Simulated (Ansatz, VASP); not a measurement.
# One calculation of Rb, two programs

The input INCAR:

```
SYSTEM = Rb
ALGO     = Fast           ! electronic algorithm
EDIFF    = 1E-7           ! SCF threshold, eV
ENCUT    = 520            ! plane-wave cutoff, eV
GGA      = PE             ! functional
ISIF     = 2              ! what is computed and relaxed
ISMEAR   = 0              ! smearing method
LASPH    = .True.         ! aspherical terms in the spheres
LCHARG   = .True.         ! write CHGCAR
LELF     = .True.         ! ELF
LREAL    = .False.        ! projectors in reciprocal space
LVHAR    = .True.       
LWAVE    = .False.        ! write WAVECAR
NBANDS   = 10             ! bands
NELM     = 100            ! most SCF steps
PREC     = Accurate       ! precision mode
SIGMA    = 0.15           ! smearing width, eV
```

File KPOINTS:

```
k-points
0
Gamma
  12 12 12
  0 0 0
```

The input POSCAR:

```
Rb
1.0
   -2.9545118615      3.1317825732      2.7308451955
    2.9545118615     -3.1317825732      2.7308451955
    2.9545118615      3.1317825732     -2.7308451955
Rb
1
Direct
    0.0000000000      0.0000000000      0.0000000000
```

Input for Ansatz:

```yaml
crystal:
  lattice:
    - [-2.9545118615, 3.1317825732, 2.7308451955]
    - [2.9545118615, -3.1317825732, 2.7308451955]
    - [2.9545118615, 3.1317825732, -2.7308451955]
  atoms:
    - { symbol: Rb, position: [0.0, 0.0, 0.0] }
basis:
  ecutwfc: 420
kpoints:
  mp_grid: { grid: [12, 12, 12] }
hamiltonian:
  xc: pbe
scf:
  occupations: { method: gaussian, width: 0.15 }
output:
  forces: true
  stress: true
  eigenvalues: true
```

Change from the starting cell: strain +0.0600 x Voigt [0, 1, 0, 0, 0, 0], atoms carried along.

Alike in both runs: task single point; functional PBE; k mesh 12 × 12 × 12; occupations gaussian, width 0.15 eV; no spin polarisation.

|  | VASP | Ansatz |
| --- | --- | --- |
| version | VASP 6.6.1 | Ansatz 0.2.0 |
| potentials or method | VASP PAW PBE potentials, release 64 (Rb_sv), cutoff 520 eV | scalar-relativistic, plane waves, PAW |
| valence electrons in the cell | 9 | 9 |

|  | VASP | Ansatz | Ansatz less VASP |
| --- | --- | --- | --- |
| gap on the k mesh at the Fermi level (eV) | none | none | - |
| pressure (GPa) | -0.2 | -0.2 | 0.00 |

A gap of «none» marks a metal or a gap that the smearing closes.
